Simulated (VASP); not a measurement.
# Cu (P1) in VASP: notebook

Cu is run at these levels: LDA; tasks: single point.

Everything below comes from runs of VASP 6.6.1. Logs are shortened: lines on timing, memory, paths and dates and some standing lists are left out, and cuts for length are marked.

## Step 1: The cell of the first run

The typed cell holds 4 atoms: a = 2.531 Å, b = 2.531 Å, c = 8.262 Å, α = 90.00°, β = 90.00°, γ = 120.00°.

## Step 2: Single point, LDA

Contents of INCAR:

```
SYSTEM = Cu
PREC     = Accurate       ! precision mode
ENCUT    = 600            ! plane-wave cutoff, eV
EDIFF    = 1E-6           ! SCF threshold, eV
ISMEAR   = 1              ! smearing method
SIGMA    = 0.15           ! smearing width, eV
LREAL    = .FALSE.        ! projectors in reciprocal space
LASPH    = .TRUE.         ! aspherical terms in the spheres
NELM     = 120            ! most SCF steps
ALGO     = Normal         ! electronic algorithm
ISIF     = 2              ! what is computed and relaxed
LWAVE    = .FALSE.        ! write WAVECAR
LCHARG   = .FALSE.        ! write CHGCAR
NBANDS   = 30             ! bands
GGA_COMPAT= .FALSE.
```

Contents of KPOINTS:

```
regular mesh
0
G
  7 7 2
  0 0 0
```

Contents of POSCAR:

```
Cu
1.0
    2.5307600000      0.0000000000      0.0000000000
   -1.2653800000      2.1917100000      0.0000000000
    0.0000000000      0.0000000000      8.2618200000
Cu
4
Direct
    0.0156800000      0.0041500000      0.9930900000
    0.3406900000      0.7000400000      0.2437600000
    0.0175900000      0.0113400000      0.4873866193
    0.6664500000      0.3445300000      0.7447600000
```

Potentials or basis: VASP PAW LDA potentials, release 64 (Cu).

Run with:

```sh
cat potpaw_LDA.64/Cu/POTCAR > POTCAR
mpirun -np 1 vasp_std > vasp.out
```

OUTCAR:

```text
SYSTEM = Cu
   PREC = Accurate
   ENCUT = 600
   EDIFF = 1E-6
   ISMEAR = 1
   LREAL = .FALSE.
   LASPH = .TRUE.
   NELM = 120
   ISIF = 2

 ion  position               nearest neighbor table
   1  0.016  0.004  0.993-   2 2.49   4 2.50   4 2.51   2 2.55   4 2.55   2 2.57
   2  0.341  0.700  0.244-   3 2.45   1 2.49   3 2.50   3 2.52   1 2.55   1 2.57
   3  0.018  0.011  0.487-   2 2.45   2 2.50   2 2.52   4 2.56   4 2.58   4 2.60
   4  0.666  0.345  0.745-   1 2.50   1 2.51   1 2.55   3 2.56   3 2.58   3 2.60

  LATTYP: Found a hexagonal cell.
 ALAT       =     2.5307600000
 C/A-ratio  =     3.2645608434

  Lattice vectors:

 A1 = (   2.5307600000,   0.0000000000,   0.0000000000)
 A2 = (  -1.2653800000,   2.1917100000,   0.0000000000)
 A3 = (   0.0000000000,   0.0000000000,   8.2618200000)

Analysis of symmetry for initial positions (statically):
=====================================================================
 Subroutine PRICEL returns:
 Original cell was already a primitive cell.

 Routine SETGRP: Setting up the symmetry group for a
 hexagonal supercell.

 Subroutine GETGRP returns: Found  1 space group operations
 (whereof  1 operations were pure point group operations)
 out of a pool of 24 trial point group operations.

The static configuration has the point symmetry C_1 .

Analysis of symmetry for dynamics (positions and initial velocities):
=====================================================================
 Subroutine PRICEL returns:
 Original cell was already a primitive cell.

 Routine SETGRP: Setting up the symmetry group for a
 hexagonal supercell.

 Subroutine GETGRP returns: Found  1 space group operations
 (whereof  1 operations were pure point group operations)
 out of a pool of 24 trial point group operations.

The dynamic configuration has the point symmetry C_1 .

 Subroutine INISYM returns: Found  1 space group operations
 (whereof  1 operations are pure point group operations),
 and found     1 'primitive' translations

----------------------------------------------------------------------------------------

                                     Primitive cell

  volume of cell :      45.8258

  direct lattice vectors                    reciprocal lattice vectors
     2.530760000  0.000000000  0.000000000     0.395138219  0.228132372  0.000000000
    -1.265380000  2.191710000  0.000000000     0.000000000  0.456264743  0.000000000
     0.000000000  0.000000000  8.261820000     0.000000000  0.000000000  0.121038706

  length of vectors
     2.530760000  2.530766538  8.261820000     0.456265922  0.456264743  0.121038706

  position of ions in fractional coordinates (direct lattice)
     0.015680000  0.004150000  0.993090000
     0.340690000  0.700040000  0.243760000
     0.017590000  0.011340000  0.487386619
     0.666450000  0.344530000  0.744760000

  ion indices of the primitive-cell ions
   primitive index   ion index
                 1           1
                 2           2
                 3           3
                 4           4

----------------------------------------------------------------------------------------

 KPOINTS: regular mesh

Automatic generation of k-mesh.
 Grid dimensions read from file:
 generate k-points for:    7    7    2

 Generating k-lattice:

  Cartesian coordinates                     Fractional coordinates (reciprocal lattice)
     0.056448317  0.032590339  0.000000000     0.142857143 -0.000000000  0.000000000
     0.000000000  0.065180678  0.000000000     0.000000000  0.142857143  0.000000000
     0.000000000  0.000000000  0.060519353     0.000000000  0.000000000  0.500000000

  Length of vectors
     0.065180846  0.065180678  0.060519353

  Shift w.r.t. Gamma in fractional coordinates (k-lattice)
     0.000000000  0.000000000  0.000000000

 Subroutine IBZKPT returns following result:
 ===========================================

 Found     50 irreducible k-points:

 Following reciprocal coordinates:
            Coordinates               Weight
  0.000000  0.000000  0.000000      1.000000
  0.142857  0.000000  0.000000      2.000000
  0.000000  0.142857  0.000000      2.000000
 -0.142857  0.142857  0.000000      2.000000
  0.285714  0.000000  0.000000      2.000000
  0.000000  0.285714  0.000000      2.000000
[... 16 lines left out ...]
  0.285714  0.285714  0.000000      2.000000
 -0.285714 -0.428571  0.000000      2.000000
 [... further k-points ...]
   k-points           NKPTS =     50   k-points in BZ     NKDIM =     50   number of bands    NBANDS=     30
   number of dos      NEDOS =    301   number of ions     NIONS =      4
   total plane-waves  NPLWV =  28000
   dimension x,y,z NGX =    20 NGY =   20 NGZ =   70
   dimension x,y,z NGXF=    40 NGYF=   40 NGZF=  140
   ions per type =               4
   NGX,Y,Z   is equivalent  to a cutoff of  13.14, 13.14, 14.09 a.u.
   NGXF,Y,Z  is equivalent  to a cutoff of  26.28, 26.28, 28.17 a.u.
 SYSTEM =  Cu
   PREC   = accura    normal or accurate (medium, high low for compatibility)
   ISTART =      0    job   : 0-new  1-cont  2-samecut
   ICHARG =      2    charge: 1-file 2-atom 10-const
   ISPIN  =      1    spin polarized calculation?
   LNONCOLLINEAR =      F non collinear calculations
   LSORBIT =      F    spin-orbit coupling
   LASPH  =      T    aspherical Exc in radial PAW
   ENCUT  =  600.0 eV  44.10 Ry    6.64 a.u.   5.05  5.05 16.50*2*pi/ulx,y,z
   NELM   =    120;   NELMIN=  2; NELMDL= -5     # of ELM steps
   EDIFF  = 0.1E-05   stopping-criterion for ELM
   LREAL  =      F    real-space projection
   EDIFFG = 0.1E-04   stopping-criterion for IOM
   NSW    =      0    number of steps for IOM
   IBRION =     -1    ionic relax: 0-MD 1-quasi-New 2-CG
   NFREE  =      0    steps in history (QN), initial steepest desc. (CG)
   ISIF   =      2    stress and relaxation
   ISYM   =      2    0-nonsym 1-usesym 2-fastsym
   POTIM  = 0.5000    time-step for ionic-motion
   TEBEG  =    0.0;   TEEND  =   0.0 temperature during run
   PSTRESS=    0.0 pullay stress
   NELECT =      44.0000    total number of electrons
   NUPDOWN=      -1.0000    fix difference up-down
   EMIN   =  10.00;   EMAX   =-10.00  energy-range for DOS
   EFERMI =   0.00;   METHOD = LEGACY
   ISMEAR =     1;   SIGMA  =   0.15  broadening in eV -4-tet -1-fermi 0-gaus
   EFERMI_NEDOS =   21; number of points for ismear=-14 and -15
   IALGO  =     38    algorithm
   IMIX   =      4    mixing-type and parameters
     AMIX     =   0.40;   BMIX     =  1.00
     AMIX_MAG =   1.60;   BMIX_MAG =  1.00
  volume/ion in A,a.u.               =      11.46        77.31
  Fermi-wavevector in a.u.,A,eV,Ry     =   1.615062  3.052024 35.489769  2.608424
  Thomas-Fermi vector in A             =   2.709870
   LORBIT       =      0    0 simple, 1 ext, 2 COOP (PROOUT), +10 PAW based schemes
   GGA     = CA    functional components
   LHFCALC =     F    Hartree Fock is set to
   AEXX    =    0.0000 exact exchange contribution
   IVDW    =     0    specifies the selected vdW correction
   LEPSILON=     F    determine dielectric tensor
   LRPA    =     F    only Hartree local field effects (RPA)
 non-spin polarized calculation
 Methfessel and Paxton  Order N= 1 SIGMA  =   0.15
  energy-cutoff  :      600.00
  volume of cell :       45.83
 maximum number of plane-waves:      1542
   NGX = 11   NGY = 11   NGZ = 33

 number of electron      43.9999991 magnetization

 Free energy of the ion-electron system (eV)
  ---------------------------------------------------
  ext. energy  EPLUGINS =         0.00000000
  ---------------------------------------------------
  free energy    TOTEN  =       -18.81033246 eV

  energy without entropy =      -18.81359444  energy(sigma->0) =      -18.81141979

 E-fermi :   7.6482     XC(G=0): -13.2805

 val. band max:        7.5317099803   @ k =   0.0000   0.4286   0.0000
 cond. band min:       7.6711722752   @ k =  -0.4286   0.4286   0.0000
 fundamental gap:      0.1394622949
 Fermi energy:         7.6482051313

 k-point     1 :       0.0000    0.0000    0.0000
  band No.  band energies     occupation
      1      -1.8604      2.00000
      2       0.2325      2.00000
      3       0.3787      2.00000
      4       2.4182      2.00000
      5       4.2231      2.00000
      6       4.3329      2.00000
[... 22 lines left out ...]
     29      29.8439      0.00000
     30      29.9802      0.00000

 k-point     2 :       0.1429    0.0000    0.0000
  band No.  band energies     occupation
      1      -1.1944      2.00000
      2       0.8156      2.00000
      3       0.9578      2.00000
      4       2.7884      2.00000
      5       4.0085      2.00000
      6       4.1618      2.00000
[... 22 lines left out ...]
     29      25.2860      0.00000
     30      25.3818      0.00000

 k-point     3 :       0.0000    0.1429    0.0000
  band No.  band energies     occupation
      1      -1.1949      2.00000
      2       0.8148      2.00000
      3       0.9569      2.00000
      4       2.7852      2.00000
      5       4.0163      2.00000
      6       4.1720      2.00000
[... 22 lines left out ...]
     29      25.2723      0.00000
     30      25.3745      0.00000

 k-point     4 :      -0.1429    0.1429    0.0000
  band No.  band energies     occupation
      1      -1.1942      2.00000
      2       0.8158      2.00000
      3       0.9581      2.00000
      4       2.7895      2.00000
      5       4.0045      2.00000
      6       4.1549      2.00000
[... 616 lines left out ...]
     29      17.2027      0.00000
     30      18.2737      0.00000

 k-point    23 :       0.2857    0.2857    0.0000
  band No.  band energies     occupation
      1       3.2745      2.00000
      2       3.3066      2.00000
      3       3.3410      2.00000
      4       3.4370      2.00000
      5       3.6066      2.00000
      6       3.6306      2.00000
[... 22 lines left out ...]
     29      15.6738      0.00000
     30      17.0971      0.00000

 k-point    24 :      -0.2857   -0.4286    0.0000
  band No.  band energies     occupation
      1       3.2674      2.00000
      2       3.3014      2.00000
      3       3.3431      2.00000
      4       3.4419      2.00000
      5       3.5967      2.00000
      6       3.6428      2.00000
[... 22 lines left out ...]
     29      15.6700      0.00000
     30      17.1017      0.00000

 [... further k-points ...]

------------------------ aborting loop because EDIFF is reached ----------------------------------------

  FORCE on cell =-STRESS in cart. coord.  units (eV):
  Direction    XX          YY          ZZ          XY          YZ          ZX
  --------------------------------------------------------------------------------------
  -------------------------------------------------------------------------------------
  Total       -1.9956874     -2.2588920     -2.1364407     -0.0347388      0.0156918     -0.0237647
  in kB      -69.7739519    -78.9762071    -74.6950179     -1.2145491      0.5486224     -0.8308684
  external PRESSURE =     -74.4817256 kB  Pullay stress =       0.0000000 kB

 VOLUME and BASIS-vectors are now :
 -----------------------------------------------------------------------------
  energy-cutoff  :      600.00
  volume of cell :       45.83
      direct lattice vectors                 reciprocal lattice vectors
     2.530760000  0.000000000  0.000000000     0.395138219  0.228132372  0.000000000
    -1.265380000  2.191710000  0.000000000     0.000000000  0.456264743  0.000000000
     0.000000000  0.000000000  8.261820000     0.000000000  0.000000000  0.121038706

 POSITION                                       TOTAL-FORCE (eV/Angst)
 -----------------------------------------------------------------------------------
      0.03443      0.00910      8.20473        -0.091405      0.058363      0.018681
     -0.02361      1.53428      2.01390         0.109456     -0.088385     -0.203694
      0.03017      0.02485      4.02670        -0.086554      0.045555      0.409296
      1.25066      0.75511      6.15307         0.068502     -0.015534     -0.224283
 -----------------------------------------------------------------------------------
    total drift:                                0.001481      0.000458      0.000686

  FREE ENERGIE OF THE ION-ELECTRON SYSTEM (eV)
  ---------------------------------------------------
  free  energy   TOTEN  =       -18.8103324594 eV

  energy  without entropy=      -18.8135944392  energy(sigma->0) =      -18.81141979
```

Run time: 68 s. Hardware: 1 thread of Intel Xeon Platinum 8259CL at 2.50GHz (Skylake/Cascade Lake), shared host; peak memory 0.18 GiB.

What came out:

* Free energy: -18.8103 eV
* Pressure: -7.4 GPa
* Largest force: 0.421 eV/Å
* Band gap on the k mesh: zero (bands 22 and 23 overlap by 4.27 eV)

Forces on the atoms (eV/Å):
```
Cu  -0.091  0.058  0.019
Cu   0.109 -0.088 -0.204
Cu  -0.087  0.046  0.409
Cu   0.069 -0.016 -0.224
```

Stress tensor (GPa, compression positive):
```
-6.98 -0.12 -0.08
-0.12 -7.90  0.05
-0.08  0.05 -7.47
```

Levels at points of the mesh, in eV from the Fermi level:
| k point | band 19 | band 20 | band 21 | band 22 | band 23 | band 24 | band 25 | band 26 |
| --- | --- | --- | --- | --- | --- | --- | --- | --- |
| (0.00, 0.00, 0.00) | -2.13 | -1.97 | -1.95 | -1.69 | -1.65 | -0.98 | 3.94 | 12.56 |
| (0.00, 0.00, 0.50) | -2.23 | -2.21 | -1.85 | -1.83 | -1.76 | -1.75 | 7.01 | 7.24 |

Caveat: the k points lie up to 0.41 Å⁻¹ apart, too coarse for converged energies and pressures of a metal.

## Step 3: Single point, LDA

Contents of INCAR:

```
PREC = Accurate
ENCUT = 600
EDIFF = 1E-6
ISMEAR = 1
SIGMA = 0.15
LREAL = False
LASPH = True
NELM = 120
ALGO = Normal
ISIF = 2
LWAVE = False
LCHARG = False
NBANDS = 30
GGA_COMPAT = False
```

Contents of KPOINTS:

```
regular mesh
0
Gamma
  7 7 2
```

Edit POSCAR of step 2 so:

```diff
@@ -10,3 +10,3 @@
     0.3406900000      0.7000400000      0.2437600000
-    0.0175900000      0.0113400000      0.4873866193
+    0.0175900000      0.0113400000      0.4835133807
     0.6664500000      0.3445300000      0.7447600000
```

Potentials or basis: VASP PAW LDA potentials, release 64 (Cu).

Run with:

```sh
cat potpaw_LDA.64/Cu/POTCAR > POTCAR
mpirun -np 1 vasp_std > vasp.out
```

Run time: 70 s. Hardware: 1 thread of Intel Xeon Platinum 8259CL at 2.50GHz (Skylake/Cascade Lake), shared host; peak memory 0.18 GiB.

It converged, with:

```yaml
Free_energy: -18.7934 eV
Pressure: -7.3 GPa
Largest_force: 0.658 eV/Å
Band_gap_on_the_k_mesh: zero (bands 22 and 23 overlap by 4.26 eV)
```

Forces on the atoms (eV/Å):
```
Cu  -0.092  0.060 -0.004
Cu   0.117 -0.096 -0.349
Cu  -0.090  0.050  0.649
Cu   0.065 -0.015 -0.296
```

Stress tensor (GPa, compression positive):
```
-6.93 -0.16 -0.14
-0.16 -7.85  0.08
-0.14  0.08 -7.18
```

Levels at points of the mesh, in eV from the Fermi level:
```
           k point  band 20  band 21  band 22  band 23  band 24  band 25
(0.00, 0.00, 0.00)    -1.98    -1.96    -1.70    -1.66    -0.99     3.92
(0.00, 0.00, 0.50)    -2.21    -1.86    -1.83    -1.77    -1.76     6.91
```

Caveat: the k points lie up to 0.41 Å⁻¹ apart, too coarse for converged energies and pressures of a metal.

(Part 1 of 2 ends here.)
